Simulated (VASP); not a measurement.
Crystal: GaGe3.

```xyz
4
Lattice="0.0000 3.4096 3.4096 3.4096 0.0000 3.4096 3.4096 3.4096 0.0000" Properties=species:S:1:pos:R:3 pbc="T T T"
Ge    3.4096    3.4096    3.4096
Ge    5.1144    5.1144    5.1144
Ge    1.7048    1.7048    1.7048
Ga    0.0000    0.0000    0.0000
```

Base run:

* Program: VASP 6.6.1
* Functional: r2SCAN
* Potentials or basis: VASP PAW PBE potentials, release 64 (Ge_d, Ga_d)
* Cutoff: 520 eV
* k mesh: 7 × 7 × 7
* Occupations: fermi-dirac, width 0.05 eV
* Spin: no spin polarisation

Its results: pressure -3.7 GPa.

Task: After a change of settings the same cell gave: pressure -6.2 GPa. Which change was it?
A. functional from r2SCAN to PBEsol
B. functional from r2SCAN to LDA; potentials or basis from VASP PAW PBE potentials, release 64 (Ge_d, Ga_d) to VASP PAW LDA potentials, release 64 (Ge_d, Ga_d)
C. functional from r2SCAN to PBE

Result: B.

Caveats: the PAW data sets were made with another functional, which shifts forces and pressure a little (some runs).
